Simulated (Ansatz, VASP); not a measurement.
SnO: VASP beside Ansatz

The input INCAR:

```
SYSTEM = SnO
PREC = Accurate
ENCUT = 520
EDIFF = 1E-6
ISMEAR = 0
SIGMA = 0.05
LREAL = .FALSE.
LASPH = .TRUE.
NELM = 80
ALGO = Normal
ISIF = 2
LWAVE = .FALSE.
LCHARG = .TRUE.
GGA = CA
LELF = .TRUE.
LVHAR = .TRUE.
NBANDS = 17
```

KPOINTS

```
Automatic mesh
0
G
  6 6 6
  0 0 0
```

Contents of POSCAR:

```
SnO
1.0
    0.0000000000      2.6374170784      2.6374170784
    2.6374170784      0.0000000000      2.6374170784
    2.6374170784      2.6374170784      0.0000000000
Sn O
1 1
Direct
    0.0000000000      0.0000000000      0.0000000000
    0.2500000000      0.2500000000      0.2500000000
```

Input for Ansatz:

```yaml
crystal:
  lattice:
    - [0.0, 2.6374170784, 2.6374170784]
    - [2.6374170784, 0.0, 2.6374170784]
    - [2.6374170784, 2.6374170784, 0.0]
  atoms:
    - { symbol: Sn, position: [0.0, 0.0, 0.0] }
    - { symbol: O, position: [0.25, 0.25, 0.25] }
basis:
  ecutwfc: 420
kpoints:
  mp_grid: { grid: [6, 6, 6] }
hamiltonian:
  xc: lda
scf:
  occupations: { method: gaussian, width: 0.05 }
output:
  forces: true
  stress: true
  eigenvalues: true
```

Alike in both runs: task single point; functional LDA; k mesh 6 × 6 × 6; occupations gaussian, width 0.05 eV; no spin polarisation.

```csv
,VASP,Ansatz
version,VASP 6.6.1,Ansatz 0.2.0
potentials or method,"VASP PAW LDA potentials, release 64 (Sn_d, O), cutoff 520 eV","scalar-relativistic, plane waves, PAW"
valence electrons in the cell,20,20
```

|  | VASP | Ansatz | Ansatz less VASP |
| --- | --- | --- | --- |
| gap on the k mesh at the Fermi level (eV) | none | none | - |
| pressure (GPa) | 2.9 | 2.7 | -0.18 |

LDA's correlation is that of Perdew and Zunger in VASP and of Perdew and Wang (1992) in Ansatz. A gap of «none» marks a metal or a gap that the smearing closes.
